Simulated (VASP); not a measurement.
# MoSe (F-43m) in VASP: a series of runs

MoSe is run at these levels: PBEsol, revPBE; tasks: single point.

All numbers are computed with VASP 6.6.1; they aren't measurements. Logs are shortened: lines on timing, memory, paths and dates and some standing lists are left out, and cuts for length are marked.

### 1 The cell of the first run

It takes space group F-43m (No. 216, cubic). The conventional cell has a = 5.663 Å, b = 5.663 Å, c = 5.663 Å, α = 90.00°, β = 90.00°, γ = 90.00°. Within 3.2 Å of Mo (site symmetry -43m) lie 4 Se at 2.45 Å. Within 3.2 Å of Se (site symmetry -43m) lie 4 Mo at 2.45 Å.

### 2 Single point, PBEsol, collinear spin

INCAR reads:

```
SYSTEM = MoSe
PREC = Accurate
ENCUT = 520
EDIFF = 1E-6
ISMEAR = 1
SIGMA = 0.005
LREAL = .False.
LASPH = .True.
NELM = 150
ALGO = Normal
ISIF = 2
LWAVE = .False.
LCHARG = .False.
ISPIN = 2
MAGMOM = 3 0
LORBIT = 11
LMAXMIX = 4
GGA = PS
NBANDS = 21
```

KPOINTS reads:

```
Automatic mesh
0
Gamma
  10 10 10
  0 0 0
```

POSCAR reads:

```
MoSe
1.0
    0.0000000000      2.8314484773      2.8314484773
    2.8314484773      0.0000000000      2.8314484773
    2.8314484773      2.8314484773      0.0000000000
Mo Se
1 1
Direct
    0.0000000000      0.0000000000      0.0000000000
    0.2500000000      0.2500000000      0.2500000000
```

Potentials or basis: VASP PAW PBE potentials, release 64 (Mo_sv, Se).

Started as:

```console
> cat potpaw_PBE.64/Mo_sv/POTCAR potpaw_PBE.64/Se/POTCAR > POTCAR
> mpirun -np 1 vasp_std > vasp.out
```

OUTCAR:

```text
SYSTEM = MoSe
   PREC = Accurate
   ENCUT = 520
   EDIFF = 1E-6
   ISMEAR = 1
   LREAL = .False.
   LASPH = .True.
   NELM = 150
   ISIF = 2
   ISPIN = 2
   LORBIT = 11
   GGA = PS

 ion  position               nearest neighbor table
   1  0.000  0.000  0.000-   2 2.45   2 2.45   2 2.45   2 2.45
   2  0.250  0.250  0.250-   1 2.45   1 2.45   1 2.45   1 2.45

  LATTYP: Found a face centered cubic cell.
 ALAT       =     5.6628969546

  Lattice vectors:

 A1 = (   0.0000000000,   2.8314484773,   2.8314484773)
 A2 = (   2.8314484773,   0.0000000000,   2.8314484773)
 A3 = (   2.8314484773,   2.8314484773,   0.0000000000)

Analysis of symmetry for initial positions (statically):
=====================================================================
 Subroutine PRICEL returns:
 Original cell was already a primitive cell.

 Routine SETGRP: Setting up the symmetry group for a
 face centered cubic supercell.

 Subroutine GETGRP returns: Found 24 space group operations
 (whereof 24 operations were pure point group operations)
 out of a pool of 48 trial point group operations.

The static configuration has the point symmetry T_d .

Analysis of symmetry for dynamics (positions and initial velocities):
=====================================================================
 Subroutine PRICEL returns:
 Original cell was already a primitive cell.

 Routine SETGRP: Setting up the symmetry group for a
 face centered cubic supercell.

 Subroutine GETGRP returns: Found 24 space group operations
 (whereof 24 operations were pure point group operations)
 out of a pool of 48 trial point group operations.

The dynamic configuration has the point symmetry T_d .

Analysis of structural, dynamic, and magnetic symmetry:
=====================================================================
 Subroutine PRICEL returns:
 Original cell was already a primitive cell.

 Routine SETGRP: Setting up the symmetry group for a
 face centered cubic supercell.

 Subroutine GETGRP returns: Found 24 space group operations
 (whereof 24 operations were pure point group operations)
 out of a pool of 48 trial point group operations.

The overall configuration has the point symmetry T_d .

 Subroutine INISYM returns: Found 24 space group operations
 (whereof 24 operations are pure point group operations),
 and found     1 'primitive' translations

----------------------------------------------------------------------------------------

                                     Primitive cell

  volume of cell :      45.4000

  direct lattice vectors                    reciprocal lattice vectors
     0.000000000  2.831448477  2.831448477    -0.176588062  0.176588062  0.176588062
     2.831448477  0.000000000  2.831448477     0.176588062 -0.176588062  0.176588062
     2.831448477  2.831448477  0.000000000     0.176588062  0.176588062 -0.176588062

  length of vectors
     4.004272838  4.004272838  4.004272838     0.305859496  0.305859496  0.305859496

  position of ions in fractional coordinates (direct lattice)
     0.000000000  0.000000000  0.000000000
     0.250000000  0.250000000  0.250000000

  ion indices of the primitive-cell ions
   primitive index   ion index
                 1           1
                 2           2

----------------------------------------------------------------------------------------

 KPOINTS: Automatic mesh

Automatic generation of k-mesh.
 Grid dimensions read from file:
 generate k-points for:   10   10   10

 Generating k-lattice:

  Cartesian coordinates                     Fractional coordinates (reciprocal lattice)
    -0.017658806  0.017658806  0.017658806     0.100000000  0.000000000  0.000000000
     0.017658806 -0.017658806  0.017658806     0.000000000  0.100000000  0.000000000
     0.017658806  0.017658806 -0.017658806     0.000000000  0.000000000  0.100000000

  Length of vectors
     0.030585950  0.030585950  0.030585950

  Shift w.r.t. Gamma in fractional coordinates (k-lattice)
     0.000000000  0.000000000  0.000000000

 Subroutine IBZKPT returns following result:
 ===========================================

 Found     47 irreducible k-points:

 Following reciprocal coordinates:
            Coordinates               Weight
  0.000000  0.000000  0.000000      1.000000
  0.100000  0.000000  0.000000      8.000000
  0.200000  0.000000  0.000000      8.000000
  0.300000  0.000000  0.000000      8.000000
  0.400000  0.000000  0.000000      8.000000
  0.500000  0.000000  0.000000      4.000000
[... 16 lines left out ...]
  0.300000  0.300000  0.000000      6.000000
  0.400000  0.300000  0.000000     24.000000
 [... further k-points ...]
   k-points           NKPTS =     47   k-points in BZ     NKDIM =     47   number of bands    NBANDS=     21
   number of dos      NEDOS =    301   number of ions     NIONS =      2
   total plane-waves  NPLWV =  27000
   dimension x,y,z NGX =    30 NGY =   30 NGZ =   30
   dimension x,y,z NGXF=    60 NGYF=   60 NGZF=   60
   ions per type =               1   1
   NGX,Y,Z   is equivalent  to a cutoff of  12.46, 12.46, 12.46 a.u.
   NGXF,Y,Z  is equivalent  to a cutoff of  24.91, 24.91, 24.91 a.u.
 SYSTEM =  MoSe
   PREC   = accura    normal or accurate (medium, high low for compatibility)
   ISTART =      0    job   : 0-new  1-cont  2-samecut
   ICHARG =      2    charge: 1-file 2-atom 10-const
   ISPIN  =      2    spin polarized calculation?
   LNONCOLLINEAR =      F non collinear calculations
   LSORBIT =      F    spin-orbit coupling
   LASPH  =      T    aspherical Exc in radial PAW
   ENCUT  =  520.0 eV  38.22 Ry    6.18 a.u.   7.45  7.45  7.45*2*pi/ulx,y,z
   NELM   =    150;   NELMIN=  2; NELMDL= -5     # of ELM steps
   EDIFF  = 0.1E-05   stopping-criterion for ELM
   LREAL  =      F    real-space projection
   EDIFFG = 0.1E-04   stopping-criterion for IOM
   NSW    =      0    number of steps for IOM
   IBRION =     -1    ionic relax: 0-MD 1-quasi-New 2-CG
   NFREE  =      0    steps in history (QN), initial steepest desc. (CG)
   ISIF   =      2    stress and relaxation
   ISYM   =      2    0-nonsym 1-usesym 2-fastsym
   POTIM  = 0.5000    time-step for ionic-motion
   TEBEG  =    0.0;   TEEND  =   0.0 temperature during run
   PSTRESS=    0.0 pullay stress
   NELECT =      20.0000    total number of electrons
   NUPDOWN=      -1.0000    fix difference up-down
   EMIN   =  10.00;   EMAX   =-10.00  energy-range for DOS
   EFERMI =   0.00;   METHOD = LEGACY
   ISMEAR =     1;   SIGMA  =   0.01  broadening in eV -4-tet -1-fermi 0-gaus
   EFERMI_NEDOS =   21; number of points for ismear=-14 and -15
   IALGO  =     38    algorithm
   IMIX   =      4    mixing-type and parameters
     AMIX     =   0.40;   BMIX     =  1.00
     AMIX_MAG =   1.60;   BMIX_MAG =  1.00
  volume/ion in A,a.u.               =      22.70       153.19
  Fermi-wavevector in a.u.,A,eV,Ry     =   1.245660  2.353956 21.111734  1.551669
  Thomas-Fermi vector in A             =   2.379872
   LORBIT       =     11    0 simple, 1 ext, 2 COOP (PROOUT), +10 PAW based schemes
   GGA     = PS    functional components
   LHFCALC =     F    Hartree Fock is set to
   AEXX    =    0.0000 exact exchange contribution
   IVDW    =     0    specifies the selected vdW correction
   LEPSILON=     F    determine dielectric tensor
   LRPA    =     F    only Hartree local field effects (RPA)
 spin polarized calculation
 Methfessel and Paxton  Order N= 1 SIGMA  =   0.01
  energy-cutoff  :      520.00
  volume of cell :       45.40
 maximum number of plane-waves:      1243
 NGX is ok and might be reduce to    30
   NGX = 15   NGY = 15   NGZ = 15

 number of electron      19.9999999 magnetization       1.1421226

 Free energy of the ion-electron system (eV)
  ---------------------------------------------------
  ext. energy  EPLUGINS =         0.00000000
  ---------------------------------------------------
  free energy    TOTEN  =       -14.58018416 eV

  energy without entropy =      -14.58017079  energy(sigma->0) =      -14.58017970

 E-fermi :   6.1514     XC(G=0): -10.4466

 val. band max:        6.1510651147   @ k =   0.5000   0.2000   0.1000
 cond. band min:       6.1573813125   @ k =  -0.4000   0.2000   0.1000
 fundamental gap:      0.0063161978
 Fermi energy:         6.1513772185

 spin component 1

 k-point     1 :       0.0000    0.0000    0.0000
  band No.  band energies     occupation
      1     -54.9064      1.00000
      2     -29.1004      1.00000
      3     -29.1004      1.00000
      4     -29.1004      1.00000
      5      -8.5976      1.00000
      6       1.1618      1.00000
[... 13 lines left out ...]
     20      19.1130      0.00000
     21      19.1130      0.00000

 k-point     2 :       0.1000    0.0000    0.0000
  band No.  band energies     occupation
      1     -54.9061      1.00000
      2     -29.1059      1.00000
      3     -29.1012      1.00000
      4     -29.1012      1.00000
      5      -8.5372      1.00000
      6       1.0361      1.00000
[... 13 lines left out ...]
     20      18.5847      0.00000
     21      19.8683      0.00000

 k-point     3 :       0.2000    0.0000    0.0000
  band No.  band energies     occupation
      1     -54.9054      1.00000
      2     -29.1203      1.00000
      3     -29.1033      1.00000
      4     -29.1033      1.00000
      5      -8.3770      1.00000
      6       0.7800      1.00000
[... 13 lines left out ...]
     20      18.1781      0.00000
     21      21.5029      0.00000
[... 457 lines left out ...]
 k-point    23 :       0.3000    0.3000    0.0000
  band No.  band energies     occupation
      1     -54.9038      1.00000
      2     -29.1388      1.00000
      3     -29.1135      1.00000
      4     -29.1135      1.00000
      5      -8.0339      1.00000
      6       0.2388      1.00000
[... 13 lines left out ...]
     20      21.3404      0.00000
     21      22.5089      0.00000

 k-point    24 :       0.4000    0.3000    0.0000
  band No.  band energies     occupation
      1     -54.9033      1.00000
      2     -29.1472      1.00000
      3     -29.1174      1.00000
      4     -29.1159      1.00000
      5      -7.9023      1.00000
      6       0.1919      1.00000
[... 13 lines left out ...]
     20      21.4280      0.00000
     21      22.2525      0.00000

 [... further k-points ...]

 spin component 2

 k-point     1 :       0.0000    0.0000    0.0000
  band No.  band energies     occupation
      1     -54.2938      1.00000
      2     -28.4290      1.00000
      3     -28.4290      1.00000
      4     -28.4290      1.00000
      5      -8.5433      1.00000
      6       1.3965      1.00000
[... 13 lines left out ...]
     20      19.3260      0.00000
     21      19.3260      0.00000

 k-point     2 :       0.1000    0.0000    0.0000
  band No.  band energies     occupation
      1     -54.2935      1.00000
      2     -28.4348      1.00000
      3     -28.4298      1.00000
      4     -28.4298      1.00000
      5      -8.4842      1.00000
      6       1.2638      1.00000
[... 13 lines left out ...]
     20      18.8273      0.00000
     21      20.0794      0.00000

 k-point     3 :       0.2000    0.0000    0.0000
  band No.  band energies     occupation
      1     -54.2928      1.00000
      2     -28.4498      1.00000
      3     -28.4320      1.00000
      4     -28.4320      1.00000
      5      -8.3275      1.00000
      6       0.9907      1.00000
[... 13 lines left out ...]
     20      18.4400      0.00000
     21      21.7034      0.00000
[... 457 lines left out ...]
 k-point    23 :       0.3000    0.3000    0.0000
  band No.  band energies     occupation
      1     -54.2912      1.00000
      2     -28.4693      1.00000
      3     -28.4426      1.00000
      4     -28.4426      1.00000
      5      -7.9921      1.00000
      6       0.4725      1.00000
[... 13 lines left out ...]
     20      21.5764      0.00000
     21      22.7970      0.00000

 k-point    24 :       0.4000    0.3000    0.0000
  band No.  band energies     occupation
      1     -54.2906      1.00000
      2     -28.4781      1.00000
      3     -28.4466      1.00000
      4     -28.4451      1.00000
      5      -7.8634      1.00000
      6       0.4263      1.00000
[... 13 lines left out ...]
     20      21.7059      0.00000
     21      22.4734      0.00000

 [... further k-points ...]
[... 5 lines left out ...]
  --------------------------------------------------------------------------------------
  -------------------------------------------------------------------------------------
  Total       -0.8937388     -0.8937388     -0.8937388      0.0000000      0.0000000     -0.0000000
  in kB      -31.5402539    -31.5402539    -31.5402539      0.0000000      0.0000000     -0.0000000
  external PRESSURE =     -31.5402539 kB  Pullay stress =       0.0000000 kB

 VOLUME and BASIS-vectors are now :
 -----------------------------------------------------------------------------
  energy-cutoff  :      520.00
  volume of cell :       45.40
      direct lattice vectors                 reciprocal lattice vectors
     0.000000000  2.831448477  2.831448477    -0.176588062  0.176588062  0.176588062
     2.831448477  0.000000000  2.831448477     0.176588062 -0.176588062  0.176588062
     2.831448477  2.831448477  0.000000000     0.176588062  0.176588062 -0.176588062

 POSITION                                       TOTAL-FORCE (eV/Angst)
 -----------------------------------------------------------------------------------
      0.00000      0.00000      0.00000         0.000000      0.000000      0.000000
      1.41572      1.41572      1.41572        -0.000000     -0.000000     -0.000000
 -----------------------------------------------------------------------------------
    total drift:                                0.000000      0.000000      0.000000

  FREE ENERGIE OF THE ION-ELECTRON SYSTEM (eV)
  ---------------------------------------------------
  free  energy   TOTEN  =       -14.5801841598 eV

  energy  without entropy=      -14.5801707907  energy(sigma->0) =      -14.58017970

 total charge

# of ion       s       p       d       tot
------------------------------------------
    1        2.262   6.101   4.083  12.445
    2        1.429   2.404   0.133   3.966
--------------------------------------------------
tot          3.691   8.504   4.216  16.411

 magnetization (x)

# of ion       s       p       d       tot
------------------------------------------
    1        0.027   0.010   0.964   1.001
    2       -0.004  -0.027   0.020  -0.012
--------------------------------------------------
tot          0.023  -0.017   0.984   0.990
```

Wall time 75 s (1 thread of AMD EPYC 7R13 (Zen 3), shared host); peak memory 0.2 GiB.

What came out:

```yaml
Free_energy: -14.5802 eV
Pressure: -3.2 GPa
Net_moment: 1.14 μB per cell
Site_moments: Mo +1.00; Se -0.01 μB
Valence_electrons_inside_the_program's_atomic_spheres: Mo 12.45; Se 3.97
```

Levels at points of the mesh, in eV from the Fermi level:
Spin up:
```csv
k point,band 6,band 7,band 8,band 9,band 10,band 11,band 12,band 13,band 14,band 15
"(0.00, 0.00, 0.00)",-4.99,-4.99,-4.99,-0.98,-0.98,1.07,4.08,4.08,4.08,7.40
"(0.50, 0.00, 0.00)",-5.64,-4.62,-4.62,-0.63,-0.63,-0.32,2.07,2.07,3.62,8.03
"(0.50, 0.50, 0.00)",-6.15,-3.88,-3.88,-1.68,-0.29,-0.24,0.47,0.47,5.72,7.06
```
Spin down:
```
           k point  band 5  band 6  band 7  band 8  band 9  band 10  band 11  band 12  band 13  band 14
(0.00, 0.00, 0.00)  -14.69   -4.75   -4.75   -4.75   -0.10    -0.10     1.28     4.38     4.38     4.38
(0.50, 0.00, 0.00)  -14.06   -5.49   -4.37   -4.37    0.16     0.21     0.21     2.42     2.42     3.87
(0.50, 0.50, 0.00)  -13.84   -5.91   -3.72   -3.72   -1.32     0.44     0.73     0.93     0.93     6.06
```

Caveat: the cell stands under tension; the PAW data sets were made with another functional, which shifts forces and pressure a little.

[end of part 1 of 2]
